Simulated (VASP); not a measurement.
Runs of VASP 6.6.1 on ZrO2. The structure is that of space group P4_2/nmc (No. 137), or close to it. The cells are those of the table. 

```tsv
cell	gap on the mesh (eV)	pressure (GPa)	largest force (eV/Å)
a = 3.664, b = 3.601, c = 5.228 Å, 6 atoms	(b)	-4.2	0.32
a = 3.655, b = 3.601, c = 5.228 Å, 6 atoms	4.48	-3.6	0.28
a = 3.637, b = 3.601, c = 5.228 Å, 6 atoms	(a)	-2.4	0.19
a = 3.619, b = 3.601, c = 5.228 Å, 6 atoms	4.56	(c)	0.10
```

Alike in all rows: task single point; level r2SCAN; potentials or basis VASP PAW PBE potentials, release 64 (Zr_sv, O); no spin polarisation; k mesh 6 × 6 × 6; cutoff (eV) 660; smearing gaussian 0.05 eV.

Task: Fill in the values left out.

Result: (a) 4.52; (b) 4.45; (c) -1.2.

Caveats: the PAW data sets were made with another functional, which shifts forces and pressure a little; the stress differs along the axes, from -7 to -2 GPa (at least some runs); the cell stands under tension (at least some runs).

A k mesh can miss the band edges, and the runs leave out spin-orbit coupling on Zr.
